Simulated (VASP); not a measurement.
A run of VASP 6.6.1 is set up as follows.

Contents of INCAR:

```
SYSTEM = Re
PREC = Accurate
ENCUT = 520
EDIFF = 1E-6
ISMEAR = -1
SIGMA = 0.05
LREAL = .FALSE.
LASPH = .TRUE.
NELM = 120
ALGO = Normal
ISIF = 2
LWAVE = .FALSE.
LCHARG = .TRUE.
GGA = CA
LELF = .TRUE.
LVHAR = .TRUE.
NBANDS = 14
GGA_COMPAT = .FALSE.
```

Contents of KPOINTS:

```
Automatic mesh
0
G
  9 9 5
  0 0 0
```

File POSCAR:

```
Re
1.0
    2.7608000000      0.0000000000      0.0000000000
   -1.3804000000      2.3909229348      0.0000000000
    0.0000000000      0.0000000000      4.4582000000
Re
2
Direct
    0.4518115384      0.8260165860      0.2500000000
    1.0481884752      0.1739834413      0.7500000000
```

Potentials or basis: VASP PAW LDA potentials, release 64 (Re).

Launch:

```sh
$ cat potpaw_LDA.64/Re/POTCAR > POTCAR
$ mpirun -np 1 vasp_std > vasp.out
```

What does it give for the band gap on the k mesh?

Zero (bands 7 and 8 overlap by 2.62 eV).

Estimate the largest force.

0.955 eV/Å.

Estimate the pressure.

-7.2 GPa.

Forces on the atoms (eV/Å):
```
Re  -0.927  0.230  0.000
Re   0.927 -0.230  0.000
```

Caveat: the cell stands under tension; spin-orbit coupling is left out, which moves the levels of the heavy elements.
